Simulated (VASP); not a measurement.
# AlNi (P4mm) in VASP: single point with PBE

Aim: the single point of AlNi with PBE.

Program: VASP 6.6.1. These are calculated values, not measurements. Logs are shortened: lines on timing, memory, paths and dates and some standing lists are left out, and cuts for length are marked.

## 1. The cell of the first run

It takes space group P4mm (No. 99, tetragonal). Conventional cell: a = 2.893 Å, b = 2.893 Å, c = 8.379 Å, α = 90.00°, β = 90.00°, γ = 90.00°. Al (site symmetry 4mm) has 8 Ni at 2.35 to 2.51 Å and 6 Al at 2.59 to 2.89 Å within 3.1 Å. Al (site symmetry 4mm) has 8 Ni at 2.51 Å and 6 Al at 2.59 to 2.89 Å within 3.3 Å. Al (site symmetry 4mm) has 8 Ni at 2.51 Å and 6 Al at 2.89 Å within 3.3 Å. Within 3.1 Å of Ni (site symmetry 4mm) lie 8 Al at 2.35 to 2.51 Å and 6 Ni at 2.59 to 2.89 Å. Ni (site symmetry 4mm) has 8 Al at 2.51 Å and 6 Ni at 2.89 Å within 3.3 Å. Within 3.3 Å of Ni (site symmetry 4mm) lie 8 Al at 2.51 Å and 6 Ni at 2.59 to 2.89 Å.

## 2. Single point, PBE (the distance across one plane changed)

File INCAR:

```
SYSTEM = AlNi
PREC     = Accurate       ! precision mode
ENCUT    = 520            ! plane-wave cutoff, eV
EDIFF    = 1E-7           ! SCF threshold, eV
ISMEAR   = 0              ! smearing method
SIGMA    = 0.15           ! smearing width, eV
LREAL    = .False.        ! projectors in reciprocal space
LASPH    = .True.         ! aspherical terms in the spheres
NELM     = 100            ! most SCF steps
ALGO     = Fast           ! electronic algorithm
ISIF     = 2              ! what is computed and relaxed
LWAVE    = .False.        ! write WAVECAR
LCHARG   = .False.        ! write CHGCAR
GGA      = PE             ! functional
NBANDS   = 28             ! bands
```

File KPOINTS:

```
regular mesh
0
Gamma
  20 20 7
  0 0 0
```

File POSCAR:

```
AlNi
1.0
    0.0000000000     -2.8930835280      0.0000000000
    0.0000000000      0.0000000000     -2.8930835280
    8.3792505841      0.0000000000      0.0000000000
Al Ni
3 3
Direct
    0.0000000000      1.0000000000      0.9494685674
    0.0000000000      1.0000000000      0.2589334177
    0.0000000000      1.0000000000      0.6042009926
    0.5000000000      0.5000000000      0.0862996303
    0.5000000000      0.5000000000      0.4315672052
    0.5000000000      0.5000000000      0.7768347800
```

Potentials or basis: VASP PAW PBE potentials, release 64 (Al, Ni).

The run is started by

```bash
$ cat potpaw_PBE.64/Al/POTCAR potpaw_PBE.64/Ni/POTCAR > POTCAR
$ mpirun -np 1 vasp_std > vasp.out
```

OUTCAR:

```text
SYSTEM = AlNi
   PREC = Accurate
   ENCUT = 520
   EDIFF = 1E-7
   ISMEAR = 0
   LREAL = .False.
   LASPH = .True.
   NELM = 100
   ISIF = 2
   GGA = PE

 ion  position               nearest neighbor table
   1  0.000  0.000  0.949-   4 2.35   4 2.35   4 2.35   4 2.35   6 2.51   6 2.51   6 2.51   6 2.51
                             2 2.59   3 2.89
   2  0.000  0.000  0.259-   4 2.51   4 2.51   4 2.51   4 2.51   5 2.51   5 2.51   5 2.51   5 2.51
                             1 2.59   3 2.89
   3  0.000  0.000  0.604-   5 2.51   6 2.51   5 2.51   6 2.51   5 2.51   6 2.51   5 2.51   6 2.51
                             1 2.89   2 2.89
   4  0.500  0.500  0.086-   1 2.35   1 2.35   1 2.35   1 2.35   2 2.51   2 2.51   2 2.51   2 2.51
                             6 2.59   5 2.89
   5  0.500  0.500  0.432-   3 2.51   3 2.51   3 2.51   3 2.51   2 2.51   2 2.51   2 2.51   2 2.51
                             6 2.89   4 2.89
   6  0.500  0.500  0.777-   1 2.51   1 2.51   1 2.51   1 2.51   3 2.51   3 2.51   3 2.51   3 2.51
                             4 2.59   5 2.89

  LATTYP: Found a simple tetragonal cell.
 ALAT       =     2.8930835280
 C/A-ratio  =     2.8963044112

  Lattice vectors:

 A1 = (   0.0000000000,  -2.8930835280,   0.0000000000)
 A2 = (   0.0000000000,   0.0000000000,  -2.8930835280)
 A3 = (   8.3792505841,   0.0000000000,   0.0000000000)

Analysis of symmetry for initial positions (statically):
=====================================================================
 Subroutine PRICEL returns:
 Original cell was already a primitive cell.

 Routine SETGRP: Setting up the symmetry group for a
 simple tetragonal supercell.

 Subroutine GETGRP returns: Found  8 space group operations
 (whereof  8 operations were pure point group operations)
 out of a pool of 16 trial point group operations.

The static configuration has the point symmetry C_4v.

Analysis of symmetry for dynamics (positions and initial velocities):
=====================================================================
 Subroutine PRICEL returns:
 Original cell was already a primitive cell.

 Routine SETGRP: Setting up the symmetry group for a
 simple tetragonal supercell.

 Subroutine GETGRP returns: Found  8 space group operations
 (whereof  8 operations were pure point group operations)
 out of a pool of 16 trial point group operations.

The dynamic configuration has the point symmetry C_4v.

 Subroutine INISYM returns: Found  8 space group operations
 (whereof  8 operations are pure point group operations),
[... 107 lines left out ...]
   NSW    =      0    number of steps for IOM
   IBRION =     -1    ionic relax: 0-MD 1-quasi-New 2-CG
   NFREE  =      0    steps in history (QN), initial steepest desc. (CG)
   ISIF   =      2    stress and relaxation
   ISYM   =      2    0-nonsym 1-usesym 2-fastsym
   POTIM  = 0.5000    time-step for ionic-motion
   TEBEG  =    0.0;   TEEND  =   0.0 temperature during run
   PSTRESS=    0.0 pullay stress
   NELECT =      39.0000    total number of electrons
   NUPDOWN=      -1.0000    fix difference up-down
   EMIN   =  10.00;   EMAX   =-10.00  energy-range for DOS
   EFERMI =   0.00;   METHOD = LEGACY
   ISMEAR =     0;   SIGMA  =   0.15  broadening in eV -4-tet -1-fermi 0-gaus
   EFERMI_NEDOS =   21; number of points for ismear=-14 and -15
   IALGO  =     68    algorithm
   IMIX   =      4    mixing-type and parameters
     AMIX     =   0.40;   BMIX     =  1.00
     AMIX_MAG =   1.60;   BMIX_MAG =  1.00
  volume/ion in A,a.u.               =      11.69        78.88
  Fermi-wavevector in a.u.,A,eV,Ry     =   1.346234  2.544014 24.658476  1.812347
  Thomas-Fermi vector in A             =   2.474083
   LORBIT       =      0    0 simple, 1 ext, 2 COOP (PROOUT), +10 PAW based schemes
   GGA     = PE    functional components
   LHFCALC =     F    Hartree Fock is set to
   AEXX    =    0.0000 exact exchange contribution
   IVDW    =     0    specifies the selected vdW correction
   LEPSILON=     F    determine dielectric tensor
   LRPA    =     F    only Hartree local field effects (RPA)
 non-spin polarized calculation
 RMM-DIIS sequential band-by-band and
 Gauss-broadening in eV      SIGMA  =   0.15
  energy-cutoff  :      520.00
  volume of cell :       70.13
 maximum number of plane-waves:      1913
 NGX is ok and might be reduce to    24
   NGX = 11   NGY = 11   NGZ = 31

 number of electron      39.0000027 magnetization

 Free energy of the ion-electron system (eV)
  ---------------------------------------------------
  ext. energy  EPLUGINS =         0.00000000
  ---------------------------------------------------
  free energy    TOTEN  =       -31.31873842 eV

  energy without entropy =      -31.29090992  energy(sigma->0) =      -31.30482417

 E-fermi :  10.3167     XC(G=0): -12.1517

 val. band max:       10.3149532505   @ k =   0.4500   0.2500   0.2857
 cond. band min:      10.3168866987   @ k =   0.3500   0.3000   0.2857
 fundamental gap:      0.0019334482
 Fermi energy:        10.3166561321

 k-point     1 :       0.0000    0.0000    0.0000
  band No.  band energies     occupation
      1      -1.0358      2.00000
      2       1.0064      2.00000
      3       1.3065      2.00000
      4       5.9111      2.00000
      5       6.1989      2.00000
      6       6.7954      2.00000
[... 733 lines left out ...]
     27      18.0596      0.00000
     28      19.3357      0.00000

 [... further k-points ...]

------------------------ aborting loop because EDIFF is reached ----------------------------------------

  FORCE on cell =-STRESS in cart. coord.  units (eV):
  Direction    XX          YY          ZZ          XY          YZ          ZX
  --------------------------------------------------------------------------------------
  -------------------------------------------------------------------------------------
  Total        4.7790070      2.6692412      2.6692412     -0.0000000      0.0000000      0.0000000
  in kB      109.1744777     60.9777332     60.9777332     -0.0000000      0.0000000      0.0000000
  external PRESSURE =      77.0433147 kB  Pullay stress =       0.0000000 kB

 VOLUME and BASIS-vectors are now :
 -----------------------------------------------------------------------------
  energy-cutoff  :      520.00
  volume of cell :       70.13
      direct lattice vectors                 reciprocal lattice vectors
     0.000000000 -2.893083528  0.000000000     0.000000000 -0.345651963  0.000000000
     0.000000000  0.000000000 -2.893083528     0.000000000  0.000000000 -0.345651963
     8.379250584  0.000000000  0.000000000     0.119342415  0.000000000  0.000000000

 POSITION                                       TOTAL-FORCE (eV/Angst)
 -----------------------------------------------------------------------------------
      7.95584      0.00000      0.00000        -1.953859     -0.000000     -0.000000
      2.16967      0.00000      0.00000         0.902530     -0.000000     -0.000000
      5.06275      0.00000      0.00000        -0.053346      0.000000     -0.000000
      0.72313     -1.44654     -1.44654         1.469326     -0.000000     -0.000000
      3.61621     -1.44654     -1.44654         0.056938     -0.000000      0.000000
      6.50929     -1.44654     -1.44654        -0.421588     -0.000000     -0.000000
 -----------------------------------------------------------------------------------
    total drift:                               -0.000100     -0.000000      0.000000

  FREE ENERGIE OF THE ION-ELECTRON SYSTEM (eV)
  ---------------------------------------------------
  free  energy   TOTEN  =       -31.3187384151 eV

  energy  without entropy=      -31.2909099233  energy(sigma->0) =      -31.30482417
```

stdout:

```text
POSCAR found type information on POSCAR AlNi
 POSCAR found :  2 types and       6 ions
 scaLAPACK will be used
 LDA part: xc-table for (Slater+PW92), standard interpolation
 POSCAR, INCAR and KPOINTS ok, starting setup
 FFT: planning ... GRIDC
 FFT: planning ... GRID_SOFT
 FFT: planning ... GRID
 WAVECAR not read
 entering main loop
WARNING in EDDRMM: call to ZHEGV failed, returncode =   6  3     27
```

Run time: 13 min. Hardware: 1 thread of Oxide Virtual Turin-like, shared host; peak memory 0.47 GiB.

What came out:

- Free energy: -31.3187 eV
- Pressure: 7.7 GPa
- Largest force: 1.954 eV/Å
- Band gap on the k mesh: zero (an odd number of electrons rules out a gap without spin polarisation)

Forces on the atoms (eV/Å):
```
Al  -1.954  0.000  0.000
Al   0.903  0.000  0.000
Al  -0.053  0.000  0.000
Ni   1.469  0.000  0.000
Ni   0.057  0.000  0.000
Ni  -0.422  0.000  0.000
```

Levels at points of the mesh, in eV from the Fermi level:
```tsv
k point	band 16	band 17	band 18	band 19	band 20	band 21	band 22	band 23
(0.00, 0.00, 0.00)	-1.51	-1.48	-1.44	-0.15	0.35	5.12	5.12	6.60
(0.50, 0.00, 0.00)	-2.07	-1.88	-1.43	-1.01	-0.72	-0.66	3.25	3.57
(0.50, 0.50, 0.00)	-0.98	-0.97	0.33	0.33	0.74	0.74	1.21	1.67
```

Caveat: the cell differs from its parent crystal (the distance across one plane changed); the cell stands under pressure; forces of over 1 eV/Å act on the atoms, so gaps and moduli don't describe the material at rest. Spin polarisation is off, so any magnetic state and its effect on volume and gap are missing.
